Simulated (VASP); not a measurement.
# ZrC (Fm-3m) in VASP: single point with PBE

Aim: the single point of ZrC with PBE.

Everything below comes from runs of VASP 6.6.1. Logs are shortened: lines on timing, memory, paths and dates and some standing lists are left out, and cuts for length are marked.

### 1 The cell of the first run

It takes space group Fm-3m (No. 225, cubic). The conventional cell has a = 4.730 Å, b = 4.730 Å, c = 4.730 Å, α = 90.00°, β = 90.00°, γ = 90.00°. Zr (site symmetry m-3m) has 6 C at 2.37 Å within 3.1 Å. Within 3.1 Å of C (site symmetry m-3m) lie 6 Zr at 2.37 Å.

### 2 Single point, PBE

Input file POSCAR:

```
ZrC
1.0
    0.0000000000      2.3650000000      2.3650000000
    2.3650000000      0.0000000000      2.3650000000
    2.3650000000      2.3650000000      0.0000000000
Zr C
1 1
Direct
    0.5000000000      0.5000000000      0.5000000000
    0.0000000000      0.0000000000      0.0000000000
```

Input file INCAR.step1:

```
PREC     = Accurate       # precision mode
ENCUT    = 520            # plane-wave cutoff, eV
EDIFF    = 1E-6           # SCF threshold, eV
ISMEAR   = -1             # smearing method
SIGMA    = 0.05           # smearing width, eV
LREAL    = False          # projectors in reciprocal space
LASPH    = True           # aspherical terms in the spheres
NELM     = 100            # most SCF steps
ALGO     = Normal         # electronic algorithm
ISIF     = 2              # what is computed and relaxed
LWAVE    = False          # write WAVECAR
LCHARG   = True           # write CHGCAR
LMAXMIX  = 4              # l up to which the mixer works
GGA      = PE             # functional
NBANDS   = 15             # bands
```

Input file KPOINTS.step1:

```
Automatic mesh
0
Gamma
  12 12 12
```

Input file INCAR.step2:

```
PREC     = Accurate       # precision mode
ENCUT    = 520            # plane-wave cutoff, eV
EDIFF    = 1E-6           # SCF threshold, eV
ISMEAR   = -5             # smearing method
SIGMA    = 0.05           # smearing width, eV
LREAL    = False          # projectors in reciprocal space
LASPH    = True           # aspherical terms in the spheres
NELM     = 100            # most SCF steps
ALGO     = Normal         # electronic algorithm
ISIF     = 2              # what is computed and relaxed
LWAVE    = False          # write WAVECAR
LCHARG   = False          # write CHGCAR
LMAXMIX  = 4              # l up to which the mixer works
GGA      = PE             # functional
LORBIT   = 11             # projections on sites
NBANDS   = 15             # bands
NEDOS    = 1001           # points of the DOS
ICHARG   = 11             # starting density
```

Input file KPOINTS.step2:

```
Automatic mesh
0
Gamma
  18 18 18
```

Potentials or basis: VASP PAW PBE potentials, release 64 (Zr_sv, C).

Launch:

```sh
> cat potpaw_PBE.64/Zr_sv/POTCAR potpaw_PBE.64/C/POTCAR > POTCAR
> cp INCAR.step1 INCAR
> cp KPOINTS.step1 KPOINTS
> mpirun -np 1 vasp_std > vasp.out
> cp INCAR.step2 INCAR
> cp KPOINTS.step2 KPOINTS
> mpirun -np 1 vasp_std > vasp.out
```

OUTCAR:

```text
PREC = Accurate
   ENCUT = 520
   EDIFF = 1E-6
   ISMEAR = -5
   LREAL = False
   LASPH = True
   NELM = 100
   ISIF = 2
   GGA = PE
   LORBIT = 11
   ICHARG = 11

 ion  position               nearest neighbor table
   1  0.500  0.500  0.500-   2 2.37   2 2.37   2 2.37   2 2.37   2 2.37   2 2.37
   2  0.000  0.000  0.000-   1 2.37   1 2.37   1 2.37   1 2.37   1 2.37   1 2.37

  LATTYP: Found a face centered cubic cell.
 ALAT       =     4.7300000000

  Lattice vectors:

 A1 = (   0.0000000000,   2.3650000000,   2.3650000000)
 A2 = (   2.3650000000,   0.0000000000,   2.3650000000)
 A3 = (   2.3650000000,   2.3650000000,   0.0000000000)

Analysis of symmetry for initial positions (statically):
=====================================================================
 Subroutine PRICEL returns:
 Original cell was already a primitive cell.

 Routine SETGRP: Setting up the symmetry group for a
 face centered cubic supercell.

 Subroutine GETGRP returns: Found 48 space group operations
 (whereof 48 operations were pure point group operations)
 out of a pool of 48 trial point group operations.

The static configuration has the point symmetry O_h .

Analysis of symmetry for dynamics (positions and initial velocities):
=====================================================================
 Subroutine PRICEL returns:
 Original cell was already a primitive cell.

 Routine SETGRP: Setting up the symmetry group for a
 face centered cubic supercell.

 Subroutine GETGRP returns: Found 48 space group operations
 (whereof 48 operations were pure point group operations)
 out of a pool of 48 trial point group operations.

The dynamic configuration has the point symmetry O_h .

 Subroutine INISYM returns: Found 48 space group operations
 (whereof 48 operations are pure point group operations),
 and found     1 'primitive' translations

----------------------------------------------------------------------------------------

                                     Primitive cell

  volume of cell :      26.4560

  direct lattice vectors                    reciprocal lattice vectors
     0.000000000  2.365000000  2.365000000    -0.211416490  0.211416490  0.211416490
     2.365000000  0.000000000  2.365000000     0.211416490 -0.211416490  0.211416490
     2.365000000  2.365000000  0.000000000     0.211416490  0.211416490 -0.211416490

  length of vectors
[... 93 lines left out ...]
   TEBEG  =    0.0;   TEEND  =   0.0 temperature during run
   PSTRESS=    0.0 pullay stress
   NELECT =      16.0000    total number of electrons
   NUPDOWN=      -1.0000    fix difference up-down
   EMIN   =  10.00;   EMAX   =-10.00  energy-range for DOS
   EFERMI =   0.00;   METHOD = LEGACY
   ISMEAR =    -5;   SIGMA  =   0.05  broadening in eV -4-tet -1-fermi 0-gaus
   EFERMI_NEDOS =   21; number of points for ismear=-14 and -15
   IALGO  =     38    algorithm
   IMIX   =      4    mixing-type and parameters
     AMIX     =   0.40;   BMIX     =  1.00
     AMIX_MAG =   1.60;   BMIX_MAG =  1.00
  volume/ion in A,a.u.               =      13.23        89.27
  Fermi-wavevector in a.u.,A,eV,Ry     =   1.384439  2.616209 26.077880  1.916670
  Thomas-Fermi vector in A             =   2.508943
   LORBIT       =     11    0 simple, 1 ext, 2 COOP (PROOUT), +10 PAW based schemes
   GGA     = PE    functional components
   LHFCALC =     F    Hartree Fock is set to
   AEXX    =    0.0000 exact exchange contribution
   IVDW    =     0    specifies the selected vdW correction
   LEPSILON=     F    determine dielectric tensor
   LRPA    =     F    only Hartree local field effects (RPA)
 non-spin polarized calculation
 Fermi weights with tetrahedron method with Bloechl corrections
  energy-cutoff  :      520.00
  volume of cell :       26.46
 maximum number of plane-waves:       725
 NGX is ok and might be reduce to    28

 number of electron      16.0000000 magnetization

 Free energy of the ion-electron system (eV)
  ---------------------------------------------------
  ext. energy  EPLUGINS =         0.00000000
  ---------------------------------------------------
  free energy    TOTEN  =       -19.45911667 eV

  energy without entropy =      -19.45911667  energy(sigma->0) =      -19.45911667

 E-fermi :   9.4229     XC(G=0): -12.0406

 val. band max:        9.4878069272   @ k =   0.0556   0.0556   0.0000
 cond. band min:       9.3909584838   @ k =   0.4444   0.4444   0.0000
 fundamental gap:     -0.0968484434
 Fermi energy:         9.4229173168

 k-point     1 :       0.0000    0.0000    0.0000
  band No.  band energies     occupation
      1     -38.7827      2.00000
      2     -16.5047      2.00000
      3     -16.5047      2.00000
      4     -16.5047      2.00000
      5      -1.8410      2.00000
      6      10.3291      0.00000
      7      10.3291      0.00000
      8      10.3291      0.00000
      9      10.4836      0.00000
     10      10.4836      0.00000
     11      10.4837      0.00000
     12      12.1544      0.00000
     13      12.1544      0.00000
     14      16.4933      0.00000
[... 401 lines left out ...]
      2     -16.8957      2.00000
      3     -16.5680      2.00000
      4     -16.5298      2.00000
      5      -0.6621      2.00000
      6       6.7517      2.00000
      7       7.6018      2.00000
      8       7.9067      2.00000
      9      11.5727      0.00000
     10      11.9029      0.00000
     11      12.4967      0.00000
     12      15.2167      0.00000
     13      16.4559      0.00000
     14      18.3509      0.00000
     15      22.3481      0.00000

 [... further k-points ...]
[... 5 lines left out ...]
  --------------------------------------------------------------------------------------
  -------------------------------------------------------------------------------------
  Total       -0.4431749     -0.4431749     -0.4431749      0.0000000     -0.0000000      0.0000000
  in kB      -26.8387489    -26.8387489    -26.8387489      0.0000000     -0.0000000      0.0000000
  external PRESSURE =     -26.8387489 kB  Pullay stress =       0.0000000 kB

 VOLUME and BASIS-vectors are now :
 -----------------------------------------------------------------------------
  energy-cutoff  :      520.00
  volume of cell :       26.46
      direct lattice vectors                 reciprocal lattice vectors
     0.000000000  2.365000000  2.365000000    -0.211416490  0.211416490  0.211416490
     2.365000000  0.000000000  2.365000000     0.211416490 -0.211416490  0.211416490
     2.365000000  2.365000000  0.000000000     0.211416490  0.211416490 -0.211416490

 POSITION                                       TOTAL-FORCE (eV/Angst)
 -----------------------------------------------------------------------------------
      2.36500      2.36500      2.36500         0.000000      0.000000     -0.000000
      0.00000      0.00000      0.00000         0.000000     -0.000000      0.000000
 -----------------------------------------------------------------------------------
    total drift:                                0.000000      0.000000      0.000000

  FREE ENERGIE OF THE ION-ELECTRON SYSTEM (eV)
  ---------------------------------------------------
  free  energy   TOTEN  =       -19.4591166738 eV

  energy  without entropy=      -19.4591166738  energy(sigma->0) =      -19.45911667

 total charge

# of ion       s       p       d       tot
------------------------------------------
    1        2.172   6.038   1.602   9.811
    2        0.884   1.464   0.000   2.348
--------------------------------------------------
tot          3.055   7.502   1.602  12.159
```

OUTCAR.step1:

```text
PREC = Accurate
   ENCUT = 520
   EDIFF = 1E-6
   ISMEAR = -1
   LREAL = False
[... 654 lines left out ...]
      2.36500      2.36500      2.36500         0.000000      0.000000     -0.000000
      0.00000      0.00000      0.00000        -0.000000     -0.000000      0.000000
 -----------------------------------------------------------------------------------
    total drift:                                0.000000      0.000000      0.000000

  FREE ENERGIE OF THE ION-ELECTRON SYSTEM (eV)
  ---------------------------------------------------
  free  energy   TOTEN  =       -19.4598923830 eV

  energy  without entropy=      -19.4569683597  energy(sigma->0) =      -19.45843037
```

Wall time 2.7 min (1 thread of Intel Xeon 8259CL, shared host); peak memory 0.21 GiB.

What came out:

```yaml
Valence_electrons_inside_the_program's_atomic_spheres: Zr 9.81; C 2.35
```

Levels at points of the mesh, in eV from the Fermi level:
```csv
k point,band 6,band 7,band 8,band 9,band 10,band 11
"(0.00, 0.00, 0.00)",0.91,0.91,0.91,1.06,1.06,1.06
"(0.50, 0.00, 0.00)",-5.25,-2.89,-2.89,4.37,4.37,5.19
"(0.50, 0.50, 0.00)",-2.11,-1.73,0.02,0.02,4.32,5.50
```
